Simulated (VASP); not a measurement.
Set up this calculation in VASP 6.6.1, as the native input.

| Item | Value |
| --- | --- |
| Task | single point |
| Functional | PBE |
| Potentials or basis | VASP PAW PBE potentials, release 64 (Mg, O) |
| Cutoff | 520 eV |
| k mesh | 9 × 9 × 6 |
| Occupations | gaussian, width 0.05 eV |
| Spin | no spin polarisation |
| Dipole correction | no |
| Further INCAR settings | ALGO = Normal; EDIFF = 1e-07; NBANDS = 16 |

The structure of MgO lies in POSCAR:

```
MgO
1.0
    3.5623398291      0.0000000000      0.0000000000
   -1.7811699146      3.0850767889      0.0000000000
    0.0000000000      0.0000000000      4.1406048166
Mg O
2 2
Direct
    0.6694707015      0.3333333333      0.7500000000
    0.3361373682      0.6666666667      0.2500000000
    0.6624068962      0.3333333333      0.2500000000
    0.3290735629      0.6666666667      0.7500000000
```

This cell differs from its parent crystal: mode 8 frozen in at -0.015 Å, strain +e along z and -e/2 along x and y -0.0233.

One way to write it, as run:

INCAR

```
PREC = Accurate ; ENCUT = 520
EDIFF = 1E-7 ; ISMEAR = 0
SIGMA = 0.05 ; LREAL = False
LASPH = True ; NELM = 80
ALGO = Normal ; ISIF = 2
LWAVE = False ; LCHARG = False
GGA = PE ; NBANDS = 16
```

KPOINTS

```
Automatic mesh
0
Gamma
  9 9 6
```

Potentials or basis: VASP PAW PBE potentials, release 64 (Mg, O).

The run is started by

```sh
$ cat potpaw_PBE.64/Mg/POTCAR potpaw_PBE.64/O/POTCAR > POTCAR
$ mpirun -np 1 vasp_std > vasp.out
```

It gave:

* Pressure: 0.0 GPa
* Largest force: 0.177 eV/Å
* Band gap on the k mesh: 3.31 eV, direct

Caveat: the cell differs from its parent crystal (mode 8 frozen in at -0.015 Å, strain +e along z and -e/2 along x and y -0.0233).

It took 25 s on 1 thread of AMD EPYC 9R45 (Zen 5) (shared host), peak memory 0.18 GiB.
